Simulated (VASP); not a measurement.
# Si2F3 in VASP: further runs

Runs on Si2F3. Level: PBE. Tasks: single point.

All numbers are computed with VASP 6.6.1; they aren't measurements. Logs are shortened: lines on timing, memory, paths and dates and some standing lists are left out, and cuts for length are marked.

## (1) The cell of the first run

The typed cell holds 10 atoms: a = 7.807 Å, b = 7.807 Å, c = 7.807 Å, α = 36.26°, β = 36.26°, γ = 36.26°.

## (2) Single point, PBE

INCAR reads:

```
SYSTEM = Si2F3
PREC = Accurate ; ENCUT = 520
EDIFF = 1E-6 ; ISMEAR = 0
SIGMA = 0.1 ; LREAL = .False.
LASPH = .True. ; NELM = 80
ALGO = Normal ; ISIF = 2
LWAVE = .False. ; LCHARG = .False.
GGA = PE ; NBANDS = 40
```

KPOINTS reads:

```
Automatic mesh
0
Gamma
  6 6 6
  0 0 0
```

POSCAR reads:

```
Si2F3
1.0
    2.4290293724      1.4024007620      7.2853667424
   -2.4290293724      1.4024007620      7.2853667424
    0.0000000000     -2.8048015241      7.2853667424
Si F
4 6
Direct
    0.8602785497      0.8602785497      0.8602785497
    0.6397214503      0.6397214503      0.6397214503
    0.1397214503      0.1397214503      0.1397214503
    0.3602785497      0.3602785497      0.3602785497
    0.2500384746      0.2499615254      0.7500000000
    0.7500000000      0.2500384746      0.2499615254
    0.2499615254      0.7500000000      0.2500384746
    0.7499615254      0.7500384746      0.2500000000
    0.2500000000      0.7499615254      0.7500384746
    0.7500384746      0.2500000000      0.7499615254
```

Potentials or basis: VASP PAW PBE potentials, release 64 (Si, F).

Run with:

```sh
> cat potpaw_PBE.64/Si/POTCAR potpaw_PBE.64/F/POTCAR > POTCAR
> mpirun -np 1 vasp_std > vasp.out
```

OUTCAR:

```text
SYSTEM = Si2F3
   PREC = Accurate
   ENCUT = 520
   EDIFF = 1E-6
   ISMEAR = 0
   LREAL = .False.
   LASPH = .True.
   NELM = 80
   ISIF = 2
   GGA = PE

 ion  position               nearest neighbor table
   1  0.860  0.860  0.860-   9 1.87  10 1.87   8 1.87   3 3.04   3 3.04   3 3.04
   2  0.640  0.640  0.640-  10 1.87   9 1.87   8 1.87   4 3.04   4 3.04   4 3.04
   3  0.140  0.140  0.140-   6 1.87   7 1.87   5 1.87   1 3.04   1 3.04   1 3.04
   4  0.360  0.360  0.360-   7 1.87   6 1.87   5 1.87   2 3.04   2 3.04   2 3.04
   5  0.250  0.250  0.750-   3 1.87   4 1.87
   6  0.750  0.250  0.250-   3 1.87   4 1.87
   7  0.250  0.750  0.250-   4 1.87   3 1.87
   8  0.750  0.750  0.250-   1 1.87   2 1.87
   9  0.250  0.750  0.750-   1 1.87   2 1.87
  10  0.750  0.250  0.750-   2 1.87   1 1.87

  LATTYP: Found a trigonal (rhomboedric) cell.
 ALAT       =     7.8066305254
 COS(alpha) =     0.8063719474

  Lattice vectors:

 A1 = (   2.4290293724,   1.4024007620,   7.2853667424)
 A2 = (  -2.4290293724,   1.4024007620,   7.2853667424)
 A3 = (   0.0000000000,  -2.8048015241,   7.2853667424)

Analysis of symmetry for initial positions (statically):
=====================================================================
 Subroutine PRICEL returns:
 Original cell was already a primitive cell.

 Routine SETGRP: Setting up the symmetry group for a
 trigonal (rhombohedral) supercell.

 Subroutine GETGRP returns: Found 12 space group operations
 (whereof  6 operations were pure point group operations)
 out of a pool of 12 trial point group operations.

The static configuration has the point symmetry S_6 .
 The point group associated with its full space group is D_3d.

Analysis of symmetry for dynamics (positions and initial velocities):
=====================================================================
 Subroutine PRICEL returns:
 Original cell was already a primitive cell.

 Routine SETGRP: Setting up the symmetry group for a
 trigonal (rhombohedral) supercell.

 Subroutine GETGRP returns: Found 12 space group operations
 (whereof  6 operations were pure point group operations)
 out of a pool of 12 trial point group operations.

The dynamic configuration has the point symmetry S_6 .
 The point group associated with its full space group is D_3d.

 Subroutine INISYM returns: Found 12 space group operations
 (whereof  6 operations are pure point group operations),
 and found     1 'primitive' translations

----------------------------------------------------------------------------------------

                                     Primitive cell

  volume of cell :     148.9044

  direct lattice vectors                    reciprocal lattice vectors
     2.429029372  1.402400762  7.285366742     0.205843538  0.118843822  0.045753817
    -2.429029372  1.402400762  7.285366742    -0.205843538  0.118843822  0.045753817
     0.000000000 -2.804801524  7.285366742     0.000000000 -0.237687644  0.045753817

  length of vectors
     7.806630525  7.806630525  7.806630525     0.242051292  0.242051292  0.242051292

  position of ions in fractional coordinates (direct lattice)
     0.860278550  0.860278550  0.860278550
     0.639721450  0.639721450  0.639721450
     0.139721450  0.139721450  0.139721450
     0.360278550  0.360278550  0.360278550
     0.250038475  0.249961525  0.750000000
     0.750000000  0.250038475  0.249961525
     0.249961525  0.750000000  0.250038475
     0.749961525  0.750038475  0.250000000
     0.250000000  0.749961525  0.750038475
     0.750038475  0.250000000  0.749961525

  ion indices of the primitive-cell ions
   primitive index   ion index
                 1           1
                 2           2
                 3           3
                 4           4
                 5           5
                 6           6
                 7           7
                 8           8
                 9           9
                10          10

----------------------------------------------------------------------------------------

 KPOINTS: Automatic mesh

Automatic generation of k-mesh.
 Grid dimensions read from file:
 generate k-points for:    6    6    6

 Generating k-lattice:

  Cartesian coordinates                     Fractional coordinates (reciprocal lattice)
     0.034307256  0.019807304  0.007625636     0.166666667 -0.000000000  0.000000000
    -0.034307256  0.019807304  0.007625636    -0.000000000  0.166666667  0.000000000
     0.000000000 -0.039614607  0.007625636     0.000000000  0.000000000  0.166666667

  Length of vectors
     0.040341882  0.040341882  0.040341882

  Shift w.r.t. Gamma in fractional coordinates (k-lattice)
     0.000000000  0.000000000  0.000000000

 Subroutine IBZKPT returns following result:
 ===========================================

 Found     32 irreducible k-points:

 Following reciprocal coordinates:
            Coordinates               Weight
  0.000000  0.000000  0.000000      1.000000
  0.166667  0.000000 -0.000000      6.000000
  0.333333  0.000000 -0.000000      6.000000
  0.500000  0.000000  0.000000      3.000000
  0.166667  0.166667 -0.000000      6.000000
  0.333333  0.166667  0.000000     12.000000
[... 16 lines left out ...]
  0.500000  0.500000  0.166667      6.000000
 -0.333333  0.500000  0.166667     12.000000
 [... further k-points ...]
   k-points           NKPTS =     32   k-points in BZ     NKDIM =     32   number of bands    NBANDS=     40
   number of dos      NEDOS =    301   number of ions     NIONS =     10
   total plane-waves  NPLWV = 216000
   dimension x,y,z NGX =    60 NGY =   60 NGZ =   60
   dimension x,y,z NGXF=   120 NGYF=  120 NGZF=  120
   ions per type =               4   6
   NGX,Y,Z   is equivalent  to a cutoff of  12.78, 12.78, 12.78 a.u.
   NGXF,Y,Z  is equivalent  to a cutoff of  25.55, 25.55, 25.55 a.u.
 SYSTEM =  Si2F3
   PREC   = accura    normal or accurate (medium, high low for compatibility)
   ISTART =      0    job   : 0-new  1-cont  2-samecut
   ICHARG =      2    charge: 1-file 2-atom 10-const
   ISPIN  =      1    spin polarized calculation?
   LNONCOLLINEAR =      F non collinear calculations
   LSORBIT =      F    spin-orbit coupling
   LASPH  =      T    aspherical Exc in radial PAW
   ENCUT  =  520.0 eV  38.22 Ry    6.18 a.u.  14.52 14.52 14.52*2*pi/ulx,y,z
   NELM   =     80;   NELMIN=  2; NELMDL= -5     # of ELM steps
   EDIFF  = 0.1E-05   stopping-criterion for ELM
   LREAL  =      F    real-space projection
   EDIFFG = 0.1E-04   stopping-criterion for IOM
   NSW    =      0    number of steps for IOM
   IBRION =     -1    ionic relax: 0-MD 1-quasi-New 2-CG
   NFREE  =      0    steps in history (QN), initial steepest desc. (CG)
   ISIF   =      2    stress and relaxation
   ISYM   =      2    0-nonsym 1-usesym 2-fastsym
   POTIM  = 0.5000    time-step for ionic-motion
   TEBEG  =    0.0;   TEEND  =   0.0 temperature during run
   PSTRESS=    0.0 pullay stress
   NELECT =      58.0000    total number of electrons
   NUPDOWN=      -1.0000    fix difference up-down
   EMIN   =  10.00;   EMAX   =-10.00  energy-range for DOS
   EFERMI =   0.00;   METHOD = LEGACY
   ISMEAR =     0;   SIGMA  =   0.10  broadening in eV -4-tet -1-fermi 0-gaus
   EFERMI_NEDOS =   21; number of points for ismear=-14 and -15
   IALGO  =     38    algorithm
   IMIX   =      4    mixing-type and parameters
     AMIX     =   0.40;   BMIX     =  1.00
     AMIX_MAG =   1.60;   BMIX_MAG =  1.00
  volume/ion in A,a.u.               =      14.89       100.49
  Fermi-wavevector in a.u.,A,eV,Ry     =   1.195588  2.259334 19.448593  1.429431
  Thomas-Fermi vector in A             =   2.331550
   LORBIT       =      0    0 simple, 1 ext, 2 COOP (PROOUT), +10 PAW based schemes
   GGA     = PE    functional components
   LHFCALC =     F    Hartree Fock is set to
   AEXX    =    0.0000 exact exchange contribution
   IVDW    =     0    specifies the selected vdW correction
   LEPSILON=     F    determine dielectric tensor
   LRPA    =     F    only Hartree local field effects (RPA)
 non-spin polarized calculation
 Gauss-broadening in eV      SIGMA  =   0.10
  energy-cutoff  :      520.00
  volume of cell :      148.90
 maximum number of plane-waves:      4027
 NGX is ok and might be reduce to    60

 number of electron      57.9999970 magnetization

 Free energy of the ion-electron system (eV)
  ---------------------------------------------------
  ext. energy  EPLUGINS =         0.00000000
  ---------------------------------------------------
  free energy    TOTEN  =       -47.96519961 eV

  energy without entropy =      -47.94524959  energy(sigma->0) =      -47.95522460

 E-fermi :   4.4322     XC(G=0):  -9.1420

 val. band max:        4.4064608281   @ k =   0.3333   0.3333  -0.0000
 cond. band min:       4.4344130549   @ k =   0.5000   0.3333   0.1667
 fundamental gap:      0.0279522268
 Fermi energy:         4.4322346354

 k-point     1 :       0.0000    0.0000    0.0000
  band No.  band energies     occupation
      1     -22.7030      2.00000
      2     -22.6619      2.00000
      3     -21.4929      2.00000
      4     -21.4929      2.00000
      5     -21.4857      2.00000
      6     -21.4857      2.00000
[... 32 lines left out ...]
     39      11.0334      0.00000
     40      11.5463      0.00000

 k-point     2 :       0.1667    0.0000   -0.0000
  band No.  band energies     occupation
      1     -22.6395      2.00000
      2     -22.6016      2.00000
      3     -21.5756      2.00000
      4     -21.5669      2.00000
      5     -21.4942      2.00000
      6     -21.4879      2.00000
[... 935 lines left out ...]
     39      10.6878      0.00000
     40      10.7567      0.00000

 k-point    24 :      -0.3333    0.5000    0.1667
  band No.  band energies     occupation
      1     -22.3234      2.00000
      2     -22.3171      2.00000
      3     -21.9310      2.00000
      4     -21.9264      2.00000
      5     -21.5009      2.00000
      6     -21.4943      2.00000
[... 32 lines left out ...]
     39      11.2493      0.00000
     40      11.6474      0.00000

 [... further k-points ...]
[... 5 lines left out ...]
  --------------------------------------------------------------------------------------
  -------------------------------------------------------------------------------------
  Total        0.0358087      0.0358087      0.1747929      0.0000000     -0.0000000     -0.0000000
  in kB        0.3852930      0.3852930      1.8807317      0.0000000     -0.0000000     -0.0000000
  external PRESSURE =       0.8837726 kB  Pullay stress =       0.0000000 kB

 VOLUME and BASIS-vectors are now :
 -----------------------------------------------------------------------------
  energy-cutoff  :      520.00
  volume of cell :      148.90
      direct lattice vectors                 reciprocal lattice vectors
     2.429029372  1.402400762  7.285366742     0.205843538  0.118843822  0.045753817
    -2.429029372  1.402400762  7.285366742    -0.205843538  0.118843822  0.045753817
     0.000000000 -2.804801524  7.285366742     0.000000000 -0.237687644  0.045753817

 POSITION                                       TOTAL-FORCE (eV/Angst)
 -----------------------------------------------------------------------------------
      0.00000     -0.00000     18.80233        -0.000000      0.000000     -0.049128
      0.00000     -0.00000     13.98182        -0.000000     -0.000000      0.049128
      0.00000     -0.00000      3.05377        -0.000000     -0.000000      0.049128
      0.00000     -0.00000      7.87428        -0.000000      0.000000     -0.049128
      0.00019     -1.40240      9.10671         0.000004      0.000000      0.000000
      1.21442      0.70136      9.10671        -0.000002      0.000004      0.000000
     -1.21461      0.70104      9.10671        -0.000002     -0.000004      0.000000
     -0.00019      1.40240     12.74939        -0.000004      0.000000      0.000000
     -1.21442     -0.70136     12.74939         0.000002     -0.000004      0.000000
      1.21461     -0.70104     12.74939         0.000002      0.000004      0.000000
 -----------------------------------------------------------------------------------
    total drift:                                0.000000     -0.000000     -0.000000

  FREE ENERGIE OF THE ION-ELECTRON SYSTEM (eV)
  ---------------------------------------------------
  free  energy   TOTEN  =       -47.9651996068 eV

  energy  without entropy=      -47.9452495941  energy(sigma->0) =      -47.95522460
```

Run time: 8.4 min. Hardware: 1 thread of Intel Xeon Platinum 8488C (Sapphire Rapids), shared host; peak memory 0.54 GiB.

What came out:

* Free energy: -47.9652 eV
* Pressure: 0.1 GPa
* Largest force: 0.049 eV/Å
* Band gap on the k mesh: zero (bands 29 and 30 overlap by 0.72 eV)

Forces in eV/Å, atoms in the order of the input:
```
Si   0.000  0.000 -0.049
Si   0.000  0.000  0.049
Si   0.000  0.000  0.049
Si   0.000  0.000 -0.049
F    0.000  0.000  0.000
F    0.000  0.000  0.000
F    0.000  0.000  0.000
F    0.000  0.000  0.000
F    0.000  0.000  0.000
F    0.000  0.000  0.000
```

Stress tensor (GPa, compression positive):
```
0.04 0.00 0.00
0.00 0.04 0.00
0.00 0.00 0.19
```

## (3) Single point, PBE

This run uses another cell than the first one: it holds 5 atoms, not 10.

INCAR reads:

```
SYSTEM = Si2F3
  PREC = Accurate
  ENCUT = 520
  EDIFF = 1E-7
  ISMEAR = 0
  SIGMA = 0.1
  LREAL = .FALSE.
  LASPH = .TRUE.
  NELM = 60
  ALGO = Normal
  ISIF = 2
  LWAVE = .FALSE.
  LCHARG = .FALSE.
  GGA = PE
  NBANDS = 22
```

KPOINTS reads:

```
Automatic mesh
0
G
  12 12 12
  0 0 0
```

POSCAR reads:

```
Si2F3
1.0
    2.4274543811      1.4014914404      3.6570176486
   -2.4274543811      1.4014914404      3.6570176486
    0.0000000000     -2.8029828808      3.6570176486
Si F
2 3
Direct
    0.7208640125      0.7208640125      0.7208640125
    0.2791359875      0.2791359875      0.2791359875
    0.5000000000      0.0000000000      0.0000000000
    0.0000000000      0.5000000000      0.0000000000
    0.0000000000      0.0000000000      0.5000000000
```

Potentials or basis: VASP PAW PBE potentials, release 64 (Si, F).

Run with:

```sh
> cat potpaw_PBE.64/Si/POTCAR potpaw_PBE.64/F/POTCAR > POTCAR
> mpirun -np 1 vasp_std > vasp.out
```

It took 5.3 min on 1 thread of Intel Xeon Platinum 8488C (Sapphire Rapids), shared host; peak memory 0.36 GiB.

It converged, with:

- Free energy: -23.9795 eV
- Pressure: 0.0 GPa
- Largest force: 0.046 eV/Å
- Band gap on the k mesh: zero (an odd number of electrons rules out a gap without spin polarisation)

Forces on the atoms (eV/Å):
```
Si   0.000  0.000 -0.046
Si   0.000  0.000  0.046
F    0.000  0.000  0.000
F    0.000  0.000  0.000
F    0.000  0.000  0.000
```

Levels at points of the mesh, in eV from the Fermi level:
```csv
k point,band 10,band 11,band 12,band 13,band 14,band 15,band 16,band 17,band 18,band 19
"(0.00, 0.00, 0.00)",-7.32,-5.67,-5.67,-5.65,-0.78,-0.38,-0.38,3.62,5.37,5.37
"(0.50, 0.00, 0.00)",-7.05,-6.71,-5.70,-4.77,-4.40,0.62,2.48,4.55,5.25,5.42
"(0.50, 0.50, 0.00)",-7.20,-6.59,-5.65,-4.47,-2.85,-0.28,1.50,3.12,4.62,6.62
"(0.50, 0.50, 0.50)",-5.70,-5.70,-5.64,-3.89,-2.92,1.34,1.34,1.41,3.33,3.33
```

Caveat: an odd number of electrons without spin polarisation forces a metal; a magnetic or distorted state may lie lower.

The gap in the log of VASP goes by the Fermi energy; the results here count the filled bands.